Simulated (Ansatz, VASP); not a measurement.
Al: VASP beside Ansatz

File INCAR:

```
PREC = Accurate
ENCUT = 520
EDIFF = 1E-6
ISMEAR = -1
SIGMA = 0.05
LREAL = False
LASPH = True
NELM = 100
ALGO = Normal
ISIF = 2
LWAVE = False
LCHARG = True
LELF = True
LVHAR = True
NBANDS = 10
```

File KPOINTS:

```
Automatic mesh
0
Gamma
  11 11 6
```

File POSCAR:

```
Al
1.0
    2.8310814264      0.0000000000      0.0000000000
   -1.4155407132      2.4517884355      0.0000000000
    0.0000000000      0.0000000000      4.8990817340
Al
2
Direct
    0.3333333333      0.6666666667      0.2500000000
    0.6666666667      0.3333333333      0.7500000000
```

The input input.yaml:

```yaml
crystal:
  lattice:
    - [2.8310814264, 0.0, 0.0]
    - [-1.4155407132, 2.4517884355, 0.0]
    - [0.0, 0.0, 4.899081734]
  atoms:
    - { symbol: Al, position: [0.3333333333, 0.6666666667, 0.25] }
    - { symbol: Al, position: [0.6666666667, 0.3333333333, 0.75] }
kpoints:
  mp_grid: { grid: [11, 11, 6] }
scf:
  occupations: { method: fermi_dirac, width: 0.05 }
hamiltonian:
  xc: lda
  pseudopotentials: { kind: all_electron, lapw: { basis_error: 0.001 } }
output:
  forces: true
  stress: true
  eigenvalues: true
```

Change from the starting cell: volume scaled by 1.02.

Alike in both runs: task single point; functional LDA; k mesh 11 × 11 × 6; occupations fermi-dirac, width 0.05 eV; no spin polarisation.

|  | VASP | Ansatz |
| --- | --- | --- |
| version | VASP 6.6.1 | Ansatz 0.2.0 |
| potentials or method | VASP PAW LDA potentials, release 64 (Al), cutoff 520 eV | all-electron LAPW, scalar-relativistic |

```tsv
	VASP	Ansatz	Ansatz less VASP
gap on the k mesh at the Fermi level (eV)	none	none	-
pressure (GPa)	-4.3	-4.3	-0.02
traceless stress, the component that is largest in VASP (GPa)	-2.39	-2.37	+0.014
```

LDA's correlation is that of Perdew and Zunger in VASP and of Perdew and Wang (1992) in Ansatz. A gap of «none» marks a metal or a gap that the smearing closes. Ansatz ran all-electron here, and VASP with PAW potentials.
